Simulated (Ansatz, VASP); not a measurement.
# Al5Ga3N8 in VASP and in Ansatz

```xyz
16
Lattice="0.0014 0.0008 -5.0695 3.1369 5.4338 -0.0017 3.1373 -5.4340 0.0000" Properties=species:S:1:pos:R:3 pbc="T T T"
Al    1.5763   -0.8984   -0.0140
Al    3.1475   -3.6197   -0.0140
Al    3.1267    1.8052   -0.0143
Al    3.1270   -1.8173   -2.5465
Al    1.5666    0.9045   -2.5477
Ga    4.6975   -0.9106   -0.0088
Ga    4.7090    0.9170   -2.5426
Ga    3.1486    3.6197   -2.5426
N     1.6032   -0.8835   -3.1769
N     3.1738   -3.6038   -3.1769
N     3.1033    1.7917   -3.1872
N     4.6757   -0.9232   -3.1302
N     3.1009   -1.8324   -0.6451
N     1.5665    0.9044   -0.6354
N     4.7073    0.9435   -0.5895
N     3.1708    3.6049   -0.5895
```

Alike in both runs: functional PBEsol; k mesh 4 × 6 × 6; occupations gaussian, width 0.1 eV; no spin polarisation.

Ansatz relaxed the structure, and its values are those at the end. VASP's run is a single point on that final structure, the one shown.

|  | VASP | Ansatz |
| --- | --- | --- |
| version | VASP 6.6.1 | Ansatz 0.2.0 |
| potentials or method | VASP PAW PBE potentials, release 64 (Al, Ga_d, N), cutoff 520 eV | scalar-relativistic, plane waves, PAW |
| valence electrons in the cell | 94 | 94 |

```tsv
	VASP	Ansatz	Ansatz less VASP
gap on the k mesh at the Fermi level (eV)	3.21	3.19	-0.017
least direct gap on the mesh (eV)	3.21	3.19	-0.017
pressure (GPa)	-0.1	0.0	+0.10
rms of the force components (eV/Å)	0.005	0.003	-0.0025
```

VASP's potentials were made for PBE, not for PBEsol. With one functional, cell and mesh, what is left measures potentials, basis and numerics.
